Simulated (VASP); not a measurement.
Write the native input for VASP 6.6.1 that does the following.

- Task: single point
- Functional: PBE
- Potentials or basis: VASP PAW PBE potentials, release 64 (Si, C)
- Cutoff: 520 eV
- k mesh: 8 × 8 × 8
- Occupations: gaussian, width 0.1 eV
- Spin: collinear spin
- Starting moments: [0.0, 0.0, 1.0, 1.0, 1.0] μB
- Dipole correction: no
- Further INCAR settings: ALGO = Normal; EDIFF = 1e-06; NBANDS = 22

The structure of Si2C3 lies in POSCAR:

```
Si2C3
1.0
   -1.5532973127      1.5532973127      6.3191350686
    1.5532973127     -1.5532973127      6.3191350686
    1.5532973127      1.5532973127     -6.3191350686
Si C
2 3
Direct
    0.1007158424      0.1007158424      0.0000000000
    0.8992841576      0.8992841576      0.0000000000
    0.6072052423      0.6072052423      0.0000000000
    0.5000000000      0.5000000000      0.0000000000
    0.3927947577      0.3927947577      0.0000000000
```

These files were run (other wordings do the same):

INCAR

```
SYSTEM = Si2C3
  PREC = Accurate
  ENCUT = 520
  EDIFF = 1E-6
  ISMEAR = 0
  SIGMA = 0.1
  LREAL = .False.
  LASPH = .True.
  NELM = 150
  ALGO = Normal
  ISIF = 2
  LWAVE = .False.
  LCHARG = .False.
  ISPIN = 2
  MAGMOM = 0 0 1 1 1
  LORBIT = 11
  GGA = PE
  NBANDS = 22
```

KPOINTS

```
Automatic mesh
0
Gamma
  8 8 8
  0 0 0
```

Potentials or basis: VASP PAW PBE potentials, release 64 (Si, C).

Command:

```console
$ cat potpaw_PBE.64/Si/POTCAR potpaw_PBE.64/C/POTCAR > POTCAR
$ mpirun -np 1 vasp_std > vasp.out
```

Results of the run:

| Property | Result |
| --- | --- |
| Pressure | 0.2 GPa |
| Largest force | 0.052 eV/Å |
| Band gap on the k mesh | zero (filled and empty bands overlap) |
| Net moment | 0.00 μB per cell |
| Valence electrons inside the program's atomic spheres | Si 1.51; C 2.45, 2.59 (each value once) |

Wall time 3.7 min on 1 thread of Intel(R) Xeon(R) 6975P-C (Granite Rapids), on a shared host, peak memory 0.49 GiB.
